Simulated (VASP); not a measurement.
Here is a VASP 6.6.1 calculation.

INCAR

```
SYSTEM = AlN
PREC = Accurate ; ENCUT = 520
EDIFF = 1E-7 ; ISMEAR = 0
SIGMA = 0.05 ; LREAL = .FALSE.
LASPH = .TRUE. ; NELM = 80
ALGO = Normal ; ISIF = 2
LWAVE = .FALSE. ; LCHARG = .TRUE.
LELF = .TRUE. ; LVHAR = .TRUE.
NBANDS = 26
```

KPOINTS

```
regular mesh
0
G
  8 8 3
  0 0 0
```

Contents of POSCAR:

```
AlN
1.0
   -3.1110021516      0.0000000000      0.0000000000
   -1.5555010758     -2.6942068945      0.0000000000
   -0.9333006455      0.0000000000      9.9560000000
Al N
4 4
Direct
    0.0622083333      0.3333333333      0.9037500000
    0.2122083333      0.3333333333      0.4037500000
    0.6205416667      0.6666666667      0.1537500000
    0.4705416667      0.6666666667      0.6537500000
    0.3044583333      0.3333333333      0.0962500000
    0.1544583333      0.3333333333      0.5962500000
    0.5627916667      0.6666666667      0.3462500000
    0.4127916667      0.6666666667      0.8462500000
```

Potentials or basis: VASP PAW LDA potentials, release 64 (Al, N).

Launch:

```console
$ cat potpaw_LDA.64/Al/POTCAR potpaw_LDA.64/N/POTCAR > POTCAR
$ mpirun -np 1 vasp_std > vasp.out
```

(1) What does it give for the pressure?

(2) Predict the band gap on the k mesh.

(3) Predict the largest force.

Results:

(1) -4.6 GPa.

(2) 3.46 eV.

(3) 1.430 eV/Å.

Caveat: the cell stands under tension; an odd mesh through Γ misses points on the zone boundary, where band edges can lie; forces of over 1 eV/Å act on the atoms, so gaps and moduli don't describe the material at rest.
